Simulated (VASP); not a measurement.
The system is NdHf.

```
Nd Hf
1.0
     2.82830   -3.19182    0.00000
     2.82830    3.19182    0.00000
     0.00000    0.00000    2.96741
Nd Hf
1 1
Direct
  0.50000 0.50000 0.50000
  0.00000 0.00000 0.50000
```

The cell was generated, and may not be a known phase.

| Item | Value |
| --- | --- |
| Program | VASP 6.6.1 |
| Task | relaxation of cell and atoms |
| Functional | PBE |
| Potentials or basis | VASP PAW PBE potentials, release 64 (Nd_3, Hf_pv), 4f in core |
| Cutoff | 500 eV |
| k mesh | 5 × 5 × 7 |
| Occupations | gaussian, width 0.2 eV |
| Spin | no spin polarisation |

At the start: pressure 6.0 GPa; volume 26.79 Å³/atom.

Where does the relaxation end?

Over 7 steps the energy falls by 98.2 meV/atom and the volume is 29.17 Å³/atom (+8.9 %); space group Cmmm (No. 65, to 0.1 Å) before, P4/mmm (No. 123, to 0.1 Å).

The path:
| step | energy change (eV) | largest force (eV/Å) | pressure (GPa) | volume (Å³) |
| --- | --- | --- | --- | --- |
| 1 | 0.0000 | 0.0000 | 6.05 | 53.58 |
| 2 | -0.1726 | 0.0000 | -2.19 | 61.62 |
| 3 | -0.1863 | 0.0000 | -0.74 | 59.49 |
| 4 | -0.1863 | 0.0000 | -0.83 | 59.61 |
| 5 | -0.1947 | 0.0000 | -0.13 | 58.58 |
| 6 | -0.1957 | 0.0000 | 0.24 | 58.11 |
| 7 | -0.1965 | 0.0000 | 0.02 | 58.34 |

Final structure:
```cif
data_structure
_symmetry_space_group_name_H-M 'P 1'
_symmetry_Int_Tables_number 1
_cell_length_a 4.3877
_cell_length_b 4.3877
_cell_length_c 3.0304
_cell_angle_alpha 90.000
_cell_angle_beta 90.000
_cell_angle_gamma 90.132
_cell_volume 58.34
loop_
_atom_site_label
_atom_site_type_symbol
_atom_site_fract_x
_atom_site_fract_y
_atom_site_fract_z
_atom_site_occupancy
Nd1 Nd 0.50000 0.50000 0.50000 1
Hf1 Hf 0.00000 0.00000 0.50000 1
```
